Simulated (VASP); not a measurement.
Runs of VASP 6.6.1 on AlP. The structure is that of space group F-43m (No. 216), or close to it. The cells are those of the table. 

```tsv
cell	gap on the mesh (eV)	pressure (GPa)
a = 3.757 Å, angles 60.0, 60.0, 90.0°, 2 atoms	(a)	9.6
a = 3.904 Å, angles 60.0, 60.0, 90.0°, 2 atoms	1.97	(b)
a = 3.712 Å, angles 60.0, 60.0, 90.0°, 2 atoms	1.66	14.6
a = 3.821 Å, angles 60.0, 60.0, 90.0°, 2 atoms	1.85	3.7
a = 3.788 Å, angles 60.0, 60.0, 90.0°, 2 atoms	1.80	6.6
a = 3.847 Å, angles 60.0, 60.0, 90.0°, 2 atoms	1.89	1.7
```

Alike in all rows: task single point; level r2SCAN; potentials or basis VASP PAW PBE potentials, release 64 (Al, P); no spin polarisation; k mesh 8 × 8 × 8; cutoff (eV) 550; smearing gaussian 0.01 eV.

**Question.** Fill in the values left out.

**Answer.** (a) 1.74; (b) -2.3.

Caveats: the PAW data sets were made with another functional, which shifts forces and pressure a little.

A k mesh can miss the band edges.
